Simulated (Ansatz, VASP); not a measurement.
**Ag: VASP beside Ansatz**

Contents of INCAR:

```
SYSTEM = Ag
PREC = Accurate
ENCUT = 520
EDIFF = 1E-7
ISMEAR = 0
SIGMA = 0.15
LREAL = .FALSE.
LASPH = .TRUE.
NELM = 60
ALGO = Fast
ISIF = 2
LWAVE = .FALSE.
LCHARG = .FALSE.
GGA = PE
NBANDS = 18
```

File KPOINTS:

```
Automatic mesh
0
G
  24 24 12
  0 0 0
```

File POSCAR:

```
Ag
1.0
    2.6846409995      0.0000000000      0.0000000000
   -1.3423204997      2.3249673056      0.0000000000
    0.0000000000      0.0000000000      5.7055530567
Ag
2
Direct
    0.3333333333      0.6666666667      0.2500000000
    0.6666666667      0.3333333333      0.7500000000
```

Input for Ansatz:

```yaml
crystal:
  lattice:
    - [2.6846409995, 0.0, 0.0]
    - [-1.3423204997, 2.3249673056, 0.0]
    - [0.0, 0.0, 5.7055530567]
  atoms:
    - { symbol: Ag, position: [0.3333333333, 0.6666666667, 0.25] }
    - { symbol: Ag, position: [0.6666666667, 0.3333333333, 0.75] }
basis:
  ecutwfc: 420
kpoints:
  mp_grid: { grid: [24, 24, 12] }
hamiltonian:
  xc: pbe
scf:
  occupations: { method: gaussian, width: 0.15 }
output:
  forces: true
  stress: true
  eigenvalues: true
```

Alike in both runs: task single point; functional PBE; k mesh 24 × 24 × 12; occupations gaussian, width 0.15 eV; no spin polarisation.

|  | VASP | Ansatz |
| --- | --- | --- |
| version | VASP 6.6.1 | Ansatz 0.2.0 |
| potentials or method | VASP PAW PBE potentials, release 64 (Ag), cutoff 520 eV | scalar-relativistic, plane waves, PAW |
| valence electrons in the cell | 22 | 38 |

VASP gave:

- gap on the k mesh at the Fermi level (eV): none
- pressure (GPa): 9.9
- traceless stress, the component that is largest in VASP (GPa): -19.17

Which values does Ansatz return?

gap on the k mesh at the Fermi level (eV): none; pressure (GPa): 10.1; traceless stress, the component that is largest in VASP (GPa): -19.34.

A gap of «none» marks a metal or a gap that the smearing closes. VASP's potentials hold 22 valence electrons a cell and Ansatz's 38, so a difference there can come from the potentials and not from the codes.
